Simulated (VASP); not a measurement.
## Ge: single point with PBE

The system is Ge.

```
Ge
1.0
    -2.32660    2.47105    1.33948
     2.32660   -2.47105    1.33948
     2.32660    2.47105   -1.33948
Ge
2
Direct
  0.18594 0.93594 0.25000
  0.81406 0.06406 0.75000
```

```
Program                : VASP 6.6.1
Task                   : single point
Functional             : PBE
Potentials or basis    : VASP PAW PBE potentials, release 64 (Ge_d)
Cutoff                 : 500 eV
k mesh                 : 5 × 5 × 4
Occupations            : gaussian, width 0.1 eV
Spin                   : no spin polarisation
Dipole correction      : no
Further INCAR settings : ALGO = Normal; EDIFF = 1e-06; NBANDS = 21
```

| Item | Value |
| --- | --- |
| Pressure | 26.7 GPa |
| Largest force | 0.095 eV/Å |
| Band gap on the k mesh | zero (band 14 reaches 10.93 eV, above the bottom of band 15 at 6.06 eV) |

Forces in eV/Å, atoms in the order of the input:
```
Ge   0.000  0.000  0.095
Ge   0.000  0.000 -0.095
```

Stress tensor (GPa, compression positive):
```
29.18  0.00  0.00
 0.00 21.84  0.00
 0.00  0.00 29.06
```

Levels at points of the mesh, in eV from the Fermi level:
| k point | band 11 | band 12 | band 13 | band 14 | band 15 | band 16 | band 17 | band 18 |
| --- | --- | --- | --- | --- | --- | --- | --- | --- |
| (0.00, 0.00, 0.00) | -15.18 | -3.13 | -3.08 | -2.58 | 2.88 | 8.13 | 8.70 | 9.62 |
| (0.00, 0.00, 0.50) | -11.91 | -11.91 | 0.49 | 0.49 | 2.83 | 2.83 | 7.92 | 7.92 |

Run time: 19 s on 1 thread of Intel(R) Xeon(R) Platinum 8488C (Sapphire Rapids), with other jobs on the host, peak memory 0.16 GiB.

Caveat: the k points lie up to 0.54 Å⁻¹ apart.
